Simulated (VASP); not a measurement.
Input of a VASP 6.6.1 run:

File INCAR:

```
ALGO = Normal
EDIFF = 1E-6
ENCUT = 500
GGA = PE
GGA_COMPAT = F
ISIF = 2
ISMEAR = 0
LASPH = T
LCHARG = F
LMAXMIX = 6
LREAL = F
LWAVE = F
NBANDS = 30
NELM = 200
PREC = Accurate
SIGMA = 0.1
```

KPOINTS

```
k-points
0
Gamma
  10 10 4
```

Contents of POSCAR:

```
Sm3Ta
1.0
    3.3340475166      0.0000000000      0.0000000000
    0.0000000000      3.3340475166      0.0000000000
    0.0000000000      0.0000000000     10.3551547228
Sm Ta
3 1
Direct
    0.5000000000      0.5000000000      0.7868954480
    0.0000000000      0.0000000000      0.5000000000
    0.5000000000      0.5000000000      0.2131045520
    0.0000000000      0.0000000000      0.0000000000
```

Potentials or basis: VASP PAW PBE potentials, release 64 (Sm_3, Ta_pv), 4f in core.

The run is started by

```bash
$ cat potpaw_PBE.64/Sm_3/POTCAR potpaw_PBE.64/Ta_pv/POTCAR > POTCAR
$ mpirun -np 1 vasp_std > vasp.out
```

(1) Estimate the pressure.

(2) What does it give for the band gap on the k mesh?

Results:

(1) 0.3 GPa.

(2) zero (bands 22 and 23 overlap by 1.33 eV).

Caveat: spin-orbit coupling is left out, which moves the levels of the heavy elements; the 4f electrons are frozen in the core, so they carry no moment and show no levels.
